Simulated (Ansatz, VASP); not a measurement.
## Two plane-wave programs on ZrTa2C2

```
CELL_PARAMETERS angstrom
4.07856 0.00000 0.00000
0.00000 4.07856 0.00000
0.00000 0.00000 5.55424
ATOMIC_POSITIONS crystal
Zr 0.00000 0.00000 0.23090
Ta 0.50000 0.00000 0.82429
Ta 0.00000 0.50000 0.82429
C 0.00000 0.00000 0.83832
C 0.00000 0.00000 0.61597
```

Alike in both runs: task relaxation of cell and atoms; functional PBE; k mesh 4 × 4 × 4; occupations gaussian, width 0.1 eV; no spin polarisation.

```csv
,VASP,Ansatz
version,VASP 6.6.1,Ansatz 0.2.0
potentials or method,"VASP PAW PBE potentials, release 64 (Zr_sv, Ta_pv, C), cutoff 600 eV","scalar-relativistic, plane waves, PAW"
valence electrons in the cell,42,46
```

|  | VASP | Ansatz | Ansatz less VASP |
| --- | --- | --- | --- |
| gap on the k mesh at the Fermi level, each at its own relaxed structure (eV) | none | none | - |
| relaxed volume (Å³/atom) | 19.37 | 19.34 | -0.038 |
| relaxed cell length with the largest relative difference (Å) | 4.136 | 4.133 | -0.0034 |

A gap of «none» marks a metal or a gap that the smearing closes. VASP's potentials hold 42 valence electrons a cell and Ansatz's 46, so a difference there can come from the potentials and not from the codes.

The k mesh is coarse, so the values compare programs but aren't converged. Neither program's run includes spin-orbit coupling.
